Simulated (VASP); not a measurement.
# PtS2 (P1) in VASP: notebook

The runs below take PtS2 through single point, with PBE.

All numbers are computed with VASP 6.6.1; they aren't measurements. Logs are shortened: lines on timing, memory, paths and dates and some standing lists are left out, and cuts for length are marked.

### Step 1. The cell of the first run

The typed cell holds 3 atoms: a = 3.543 Å, b = 3.543 Å, c = 5.039 Å, α = 90.00°, β = 90.00°, γ = 120.00°.

### Step 2. Single point, PBE (all Pt atoms moved -0.500 Å, as atom 1 along Cartesian [1 1 0])

Contents of INCAR:

```
SYSTEM = PtS2
PREC = Accurate
ENCUT = 520
EDIFF = 1E-6
ISMEAR = 0
SIGMA = 0.05
LREAL = .FALSE.
LASPH = .TRUE.
NELM = 100
ALGO = Normal
ISIF = 2
LWAVE = .FALSE.
LCHARG = .FALSE.
GGA = PE
NBANDS = 18
```

Contents of KPOINTS:

```
Automatic mesh
0
G
  12 12 8
  0 0 0
```

Contents of POSCAR:

```
PtS2
1.0
    3.5431994758      0.0000000000      0.0000000000
   -1.7715997379      3.0685007567      0.0000000000
    0.0000000000      0.0000000000      5.0388000000
Pt S
1 2
Direct
   -0.1573937735     -0.1152202390      0.0000000000
    0.3333333333      0.6666666667      0.2500000000
    0.6666666667      0.3333333333      0.7500000000
```

Potentials or basis: VASP PAW PBE potentials, release 64 (Pt, S).

On the command line:

```bash
$ cat potpaw_PBE.64/Pt/POTCAR potpaw_PBE.64/S/POTCAR > POTCAR
$ mpirun -np 1 vasp_std > vasp.out
```

OUTCAR:

```text
SYSTEM = PtS2
   PREC = Accurate
   ENCUT = 520
   EDIFF = 1E-6
   ISMEAR = 0
   LREAL = .FALSE.
   LASPH = .TRUE.
   NELM = 100
   ISIF = 2
   GGA = PE

 ion  position               nearest neighbor table
   1  0.843  0.885  0.000-   2 2.01   3 2.14   3 2.34   2 2.56   2 2.73   3 2.83
   2  0.333  0.667  0.250-   1 2.01   1 2.56   1 2.73
   3  0.667  0.333  0.750-   1 2.14   1 2.34   1 2.83

  LATTYP: Found a hexagonal cell.
 ALAT       =     3.5431994758
 C/A-ratio  =     1.4221045229

  Lattice vectors:

 A1 = (   3.5431994758,   0.0000000000,   0.0000000000)
 A2 = (  -1.7715997379,   3.0685007567,   0.0000000000)
 A3 = (   0.0000000000,   0.0000000000,   5.0388000000)

Analysis of symmetry for initial positions (statically):
=====================================================================
 Subroutine PRICEL returns:
 Original cell was already a primitive cell.

 Routine SETGRP: Setting up the symmetry group for a
 hexagonal supercell.

 Subroutine GETGRP returns: Found  1 space group operations
 (whereof  1 operations were pure point group operations)
 out of a pool of 24 trial point group operations.

The static configuration has the point symmetry C_1 .

Analysis of symmetry for dynamics (positions and initial velocities):
=====================================================================
 Subroutine PRICEL returns:
 Original cell was already a primitive cell.

 Routine SETGRP: Setting up the symmetry group for a
 hexagonal supercell.

 Subroutine GETGRP returns: Found  1 space group operations
 (whereof  1 operations were pure point group operations)
 out of a pool of 24 trial point group operations.

The dynamic configuration has the point symmetry C_1 .

 Subroutine INISYM returns: Found  1 space group operations
 (whereof  1 operations are pure point group operations),
 and found     1 'primitive' translations

----------------------------------------------------------------------------------------

                                     Primitive cell

  volume of cell :      54.7834

  direct lattice vectors                    reciprocal lattice vectors
     3.543199476  0.000000000  0.000000000     0.282230794  0.162946025  0.000000000
    -1.771599738  3.068500757  0.000000000     0.000000000  0.325892049  0.000000000
     0.000000000  0.000000000  5.038800000     0.000000000  0.000000000  0.198459951

  length of vectors
     3.543199476  3.543199476  5.038800000     0.325892049  0.325892049  0.198459951

  position of ions in fractional coordinates (direct lattice)
     0.842606227  0.884779761  0.000000000
     0.333333333  0.666666667  0.250000000
     0.666666667  0.333333333  0.750000000

  ion indices of the primitive-cell ions
   primitive index   ion index
                 1           1
                 2           2
                 3           3

----------------------------------------------------------------------------------------

 KPOINTS: Automatic mesh

Automatic generation of k-mesh.
 Grid dimensions read from file:
 generate k-points for:   12   12    8

 Generating k-lattice:

  Cartesian coordinates                     Fractional coordinates (reciprocal lattice)
     0.023519233  0.013578835  0.000000000     0.083333333  0.000000000  0.000000000
     0.000000000  0.027157671  0.000000000     0.000000000  0.083333333  0.000000000
     0.000000000  0.000000000  0.024807494     0.000000000  0.000000000  0.125000000

  Length of vectors
     0.027157671  0.027157671  0.024807494

  Shift w.r.t. Gamma in fractional coordinates (k-lattice)
     0.000000000  0.000000000  0.000000000

 Subroutine IBZKPT returns following result:
 ===========================================

 Found    580 irreducible k-points:

 Following reciprocal coordinates:
            Coordinates               Weight
  0.000000  0.000000  0.000000      1.000000
  0.083333  0.000000  0.000000      2.000000
  0.000000  0.083333  0.000000      2.000000
 -0.083333  0.083333  0.000000      2.000000
  0.166667  0.000000  0.000000      2.000000
  0.000000  0.166667  0.000000      2.000000
[... 16 lines left out ...]
  0.166667  0.083333  0.000000      2.000000
 -0.083333  0.250000  0.000000      2.000000
 [... further k-points ...]
   k-points           NKPTS =    580   k-points in BZ     NKDIM =    580   number of bands    NBANDS=     18
   number of dos      NEDOS =    301   number of ions     NIONS =      3
   total plane-waves  NPLWV =  31360
   dimension x,y,z NGX =    28 NGY =   28 NGZ =   40
   dimension x,y,z NGXF=    56 NGYF=   56 NGZF=   80
   ions per type =               1   2
   NGX,Y,Z   is equivalent  to a cutoff of  13.14, 13.14, 13.20 a.u.
   NGXF,Y,Z  is equivalent  to a cutoff of  26.28, 26.28, 26.39 a.u.
 SYSTEM =  PtS2
   PREC   = accura    normal or accurate (medium, high low for compatibility)
   ISTART =      0    job   : 0-new  1-cont  2-samecut
   ICHARG =      2    charge: 1-file 2-atom 10-const
   ISPIN  =      1    spin polarized calculation?
   LNONCOLLINEAR =      F non collinear calculations
   LSORBIT =      F    spin-orbit coupling
   LASPH  =      T    aspherical Exc in radial PAW
   ENCUT  =  520.0 eV  38.22 Ry    6.18 a.u.   6.59  6.59  9.37*2*pi/ulx,y,z
   NELM   =    100;   NELMIN=  2; NELMDL= -5     # of ELM steps
   EDIFF  = 0.1E-05   stopping-criterion for ELM
   LREAL  =      F    real-space projection
   EDIFFG = 0.1E-04   stopping-criterion for IOM
   NSW    =      0    number of steps for IOM
   IBRION =     -1    ionic relax: 0-MD 1-quasi-New 2-CG
   NFREE  =      0    steps in history (QN), initial steepest desc. (CG)
   ISIF   =      2    stress and relaxation
   ISYM   =      2    0-nonsym 1-usesym 2-fastsym
   POTIM  = 0.5000    time-step for ionic-motion
   TEBEG  =    0.0;   TEEND  =   0.0 temperature during run
   PSTRESS=    0.0 pullay stress
   NELECT =      22.0000    total number of electrons
   NUPDOWN=      -1.0000    fix difference up-down
   EMIN   =  10.00;   EMAX   =-10.00  energy-range for DOS
   EFERMI =   0.00;   METHOD = LEGACY
   ISMEAR =     0;   SIGMA  =   0.05  broadening in eV -4-tet -1-fermi 0-gaus
   EFERMI_NEDOS =   21; number of points for ismear=-14 and -15
   IALGO  =     38    algorithm
   IMIX   =      4    mixing-type and parameters
     AMIX     =   0.40;   BMIX     =  1.00
     AMIX_MAG =   1.60;   BMIX_MAG =  1.00
  volume/ion in A,a.u.               =      18.26       123.23
  Fermi-wavevector in a.u.,A,eV,Ry     =   1.207812  2.282434 19.848319  1.458810
  Thomas-Fermi vector in A             =   2.343439
   LORBIT       =      0    0 simple, 1 ext, 2 COOP (PROOUT), +10 PAW based schemes
   GGA     = PE    functional components
   LHFCALC =     F    Hartree Fock is set to
   AEXX    =    0.0000 exact exchange contribution
   IVDW    =     0    specifies the selected vdW correction
   LEPSILON=     F    determine dielectric tensor
   LRPA    =     F    only Hartree local field effects (RPA)
 non-spin polarized calculation
 Gauss-broadening in eV      SIGMA  =   0.05
  energy-cutoff  :      520.00
  volume of cell :       54.78
 maximum number of plane-waves:      1507
   NGX = 13   NGY = 13   NGZ = 19

 number of electron      21.9999999 magnetization

 Free energy of the ion-electron system (eV)
  ---------------------------------------------------
  ext. energy  EPLUGINS =         0.00000000
  ---------------------------------------------------
  free energy    TOTEN  =       -13.30618296 eV

  energy without entropy =      -13.30454199  energy(sigma->0) =      -13.30536248

 E-fermi :   7.2192     XC(G=0): -10.6748

 val. band max:        7.2142753719   @ k =   0.5000   0.3333   0.0000
 cond. band min:       7.2201147714   @ k =  -0.4167  -0.4167   0.2500
 fundamental gap:      0.0058393995
 Fermi energy:         7.2192457435

 k-point     1 :       0.0000    0.0000    0.0000
  band No.  band energies     occupation
      1      -8.5706      2.00000
      2      -6.1103      2.00000
      3      -0.5376      2.00000
      4       0.3645      2.00000
      5       0.4653      2.00000
      6       1.4409      2.00000
[... 10 lines left out ...]
     17      16.0095      0.00000
     18      17.2398      0.00000

 k-point     2 :       0.0833    0.0000    0.0000
  band No.  band energies     occupation
      1      -8.4899      2.00000
      2      -6.1366      2.00000
      3      -0.4549      2.00000
      4       0.3677      2.00000
      5       0.5388      2.00000
      6       1.4313      2.00000
[... 10 lines left out ...]
     17      15.8061      0.00000
     18      16.9929      0.00000

 k-point     3 :       0.0000    0.0833    0.0000
  band No.  band energies     occupation
      1      -8.4902      2.00000
      2      -6.1295      2.00000
      3      -0.4531      2.00000
      4       0.2509      2.00000
      5       0.6371      2.00000
      6       1.3708      2.00000
[... 10 lines left out ...]
     17      16.1391      0.00000
     18      17.1042      0.00000

 k-point     4 :      -0.0833    0.0833    0.0000
  band No.  band energies     occupation
      1      -8.4895      2.00000
      2      -6.1257      2.00000
      3      -0.4381      2.00000
      4       0.1842      2.00000
      5       0.7026      2.00000
      6       1.3329      2.00000
[... 375 lines left out ...]
      4       0.1993      2.00000
      5       0.8248      2.00000
      6       1.2583      2.00000
[... 10 lines left out ...]
     17      16.3424      0.00000
     18      16.7025      0.00000

 k-point    23 :       0.1667    0.0833    0.0000
  band No.  band energies     occupation
      1      -8.0407      2.00000
      2      -6.2727      2.00000
      3      -0.0815      2.00000
      4       0.4182      2.00000
      5       0.7798      2.00000
      6       1.3994      2.00000
[... 10 lines left out ...]
     17      15.9223      0.00000
     18      16.2755      0.00000

 k-point    24 :      -0.0833    0.2500    0.0000
  band No.  band energies     occupation
      1      -8.0436      2.00000
      2      -6.2123      2.00000
      3      -0.0496      2.00000
      4       0.1304      2.00000
      5       0.6909      2.00000
      6       1.3593      2.00000
[... 10 lines left out ...]
     17      15.5393      0.00000
     18      16.7583      0.00000

 [... further k-points ...]

------------------------ aborting loop because EDIFF is reached ----------------------------------------

  FORCE on cell =-STRESS in cart. coord.  units (eV):
  Direction    XX          YY          ZZ          XY          YZ          ZX
  --------------------------------------------------------------------------------------
  -------------------------------------------------------------------------------------
  Total        7.2217798      6.4894999      6.5532574      1.6773603      0.0667193     -5.2733891
  in kB      211.2058131    189.7897952    191.6544238     49.0555303      1.9512513   -154.2238148
  external PRESSURE =     197.5500107 kB  Pullay stress =       0.0000000 kB

 VOLUME and BASIS-vectors are now :
 -----------------------------------------------------------------------------
  energy-cutoff  :      520.00
  volume of cell :       54.78
      direct lattice vectors                 reciprocal lattice vectors
     3.543199476  0.000000000  0.000000000     0.282230794  0.162946025  0.000000000
    -1.771599738  3.068500757  0.000000000     0.000000000  0.325892049  0.000000000
     0.000000000  0.000000000  5.038800000     0.000000000  0.000000000  0.198459951

 POSITION                                       TOTAL-FORCE (eV/Angst)
 -----------------------------------------------------------------------------------
      1.41805      2.71495      0.00000         5.712087      5.418769     -1.576598
     -0.00000      2.04567      1.25970        -4.934538     -2.659817      3.219857
      1.77160      1.02283      3.77910        -0.777548     -2.758952     -1.643259
 -----------------------------------------------------------------------------------
    total drift:                               -0.000231     -0.000251      0.000101

  FREE ENERGIE OF THE ION-ELECTRON SYSTEM (eV)
  ---------------------------------------------------
  free  energy   TOTEN  =       -13.3061829565 eV

  energy  without entropy=      -13.3045419937  energy(sigma->0) =      -13.30536248
```

It took 7.4 min on 1 thread of Intel Xeon 6975P-C, shared host; peak memory 0.61 GiB.

Results:

| Quantity | Value |
| --- | --- |
| Free energy | -13.3062 eV |
| Pressure | 19.8 GPa |
| Largest force | 8.030 eV/Å |
| Band gap on the k mesh | zero (band 11 reaches 7.50 eV, above the bottom of band 12 at 6.87 eV) |

Forces in eV/Å, atoms in the order of the input:
```
Pt   5.712  5.419 -1.577
S   -4.935 -2.660  3.220
S   -0.778 -2.759 -1.643
```

Caveat: the cell differs from its parent crystal (all Pt atoms moved -0.500 Å, as atom 1 along Cartesian [1 1 0]); spin-orbit coupling is left out, which moves the levels of the heavy elements; forces of over 1 eV/Å act on the atoms, so gaps and moduli don't describe the material at rest.

### Step 3. Single point, PBE (all Pt atoms moved +0.375 Å, as atom 1 along Cartesian [1 1 0])

Contents of INCAR:

```
SYSTEM = PtS2
PREC     = Accurate       ! precision mode
ENCUT    = 520            ! plane-wave cutoff, eV
EDIFF    = 1E-7           ! SCF threshold, eV
ISMEAR   = 0              ! smearing method
SIGMA    = 0.05           ! smearing width, eV
LREAL    = .FALSE.        ! projectors in reciprocal space
LASPH    = .TRUE.         ! aspherical terms in the spheres
NELM     = 100            ! most SCF steps
ALGO     = Normal         ! electronic algorithm
ISIF     = 2              ! what is computed and relaxed
LWAVE    = .FALSE.        ! write WAVECAR
LCHARG   = .FALSE.        ! write CHGCAR
GGA      = PE             ! functional
NBANDS   = 18             ! bands
```

Contents of KPOINTS:

```
regular mesh
0
G
  12 12 8
  0 0 0
```

Changes to POSCAR since step 2:

```diff
@@ -8,3 +8,3 @@
 Direct
-   -0.1573937735     -0.1152202390      0.0000000000
+    0.1180453301      0.0864151793      0.0000000000
     0.3333333333      0.6666666667      0.2500000000
```

Potentials or basis: VASP PAW PBE potentials, release 64 (Pt, S).

On the command line:

```bash
$ cat potpaw_PBE.64/Pt/POTCAR potpaw_PBE.64/S/POTCAR > POTCAR
$ mpirun -np 1 vasp_std > vasp.out
```

Run time: 9.6 min. Hardware: 1 thread of Intel Xeon 6975P-C, shared host; peak memory 0.61 GiB.

Results (log left out):

- Free energy: -14.2024 eV
- Pressure: 12.0 GPa
- Largest force: 6.315 eV/Å

Forces on the atoms (eV/Å):
```
Pt  -4.483 -4.405  0.611
S    1.163  2.200  0.752
S    3.320  2.206 -1.364
```

Stress tensor (GPa, compression positive):
```
13.42  3.10 -7.94
 3.10 12.46 -0.04
-7.94 -0.04  9.99
```

Levels at points of the mesh, in eV from the Fermi level:
| k point | band 9 | band 10 | band 11 | band 12 | band 13 | band 14 |
| --- | --- | --- | --- | --- | --- | --- |
| (0.00, 0.00, 0.00) | -0.86 | -0.39 | -0.05 | 1.24 | 1.63 | 4.75 |
| (0.50, 0.00, 0.00) | -2.94 | -2.83 | -2.33 | 0.93 | 2.25 | 5.15 |
| (0.00, 0.50, 0.00) | -3.26 | -2.87 | -2.06 | 0.92 | 1.76 | 4.76 |
| (0.50, 0.50, 0.00) | -3.40 | -2.98 | -1.82 | 0.95 | 1.28 | 4.43 |
| (0.00, 0.00, 0.50) | -1.76 | -0.74 | -0.40 | 1.55 | 1.87 | 5.84 |
| (0.50, 0.00, 0.50) | -2.92 | -2.29 | -1.34 | 1.24 | 2.04 | 4.64 |
| (0.00, 0.50, 0.50) | -3.33 | -1.78 | -1.39 | 0.66 | 1.79 | 4.62 |
| (0.50, 0.50, 0.50) | -3.42 | -1.48 | -1.35 | 0.24 | 1.45 | 4.61 |

Caveat: the cell differs from its parent crystal (all Pt atoms moved +0.375 Å, as atom 1 along Cartesian [1 1 0]); spin-orbit coupling is left out, which moves the levels of the heavy elements; forces of over 1 eV/Å act on the atoms, so gaps and moduli don't describe the material at rest.

### Step 4. Single point, PBE (all Pt atoms moved +0.438 Å, as atom 1 along Cartesian [1 1 0])

Contents of INCAR:

```
SYSTEM = PtS2
PREC = Accurate
ENCUT = 520
EDIFF = 1E-6
ISMEAR = 0
SIGMA = 0.05
LREAL = .False.
LASPH = .True.
NELM = 80
ALGO = Normal
ISIF = 2
LWAVE = .False.
LCHARG = .False.
GGA = PE
NBANDS = 18
```

Contents of KPOINTS:

```
Automatic mesh
0
Gamma
  12 12 8
  0 0 0
```

Changes to POSCAR since step 3:

```diff
@@ -8,3 +8,3 @@
 Direct
-    0.1180453301      0.0864151793      0.0000000000
+    0.1377195518      0.1008177091      0.0000000000
     0.3333333333      0.6666666667      0.2500000000
```

On the command line:

```bash
$ cat potpaw_PBE.64/Pt/POTCAR potpaw_PBE.64/S/POTCAR > POTCAR
$ mpirun -np 1 vasp_std > vasp.out
```

Run time: 7.6 min. Hardware: 1 thread of Intel Xeon 6975P-C, shared host; peak memory 0.61 GiB.

It converged, with:

| Quantity | Value |
| --- | --- |
| Free energy | -13.7783 eV |
| Pressure | 15.6 GPa |
| Largest force | 7.297 eV/Å |
| Band gap on the k mesh | zero (band 11 reaches 7.27 eV, above the bottom of band 12 at 7.06 eV) |

Forces in eV/Å, atoms in the order of the input:
```
Pt  -5.191 -5.029  1.003
S    1.073  2.526  1.167
S    4.118  2.503 -2.170
```

Stress tensor (GPa, compression positive):
```
 17.20   3.90 -11.22
  3.90  15.60  -0.01
-11.22  -0.01  14.09
```

Levels at points of the mesh, in eV from the Fermi level:
| k point | band 8 | band 9 | band 10 | band 11 | band 12 | band 13 | band 14 | band 15 |
| --- | --- | --- | --- | --- | --- | --- | --- | --- |
| (0.00, 0.00, 0.00) | -2.98 | -1.18 | -0.31 | 0.07 | 1.00 | 1.51 | 4.53 | 4.90 |
| (0.50, 0.00, 0.00) | -4.23 | -3.01 | -2.88 | -2.37 | 0.72 | 2.12 | 5.00 | 6.41 |
| (0.00, 0.50, 0.00) | -3.98 | -3.39 | -2.92 | -2.05 | 0.70 | 1.50 | 4.50 | 6.91 |
| (0.50, 0.50, 0.00) | -3.84 | -3.60 | -3.04 | -1.76 | 0.69 | 0.95 | 4.09 | 7.25 |
| (0.00, 0.00, 0.50) | -2.71 | -1.92 | -0.67 | -0.32 | 1.23 | 1.63 | 5.73 | 6.00 |
| (0.50, 0.00, 0.50) | -4.10 | -3.04 | -2.33 | -1.38 | 1.10 | 1.94 | 4.47 | 5.14 |
| (0.00, 0.50, 0.50) | -3.84 | -3.53 | -1.77 | -1.44 | 0.36 | 1.64 | 4.43 | 5.72 |
| (0.50, 0.50, 0.50) | -3.83 | -3.63 | -1.59 | -1.23 | -0.14 | 1.18 | 4.43 | 6.20 |

Caveat: the cell differs from its parent crystal (all Pt atoms moved +0.438 Å, as atom 1 along Cartesian [1 1 0]); spin-orbit coupling is left out, which moves the levels of the heavy elements; forces of over 1 eV/Å act on the atoms, so gaps and moduli don't describe the material at rest.
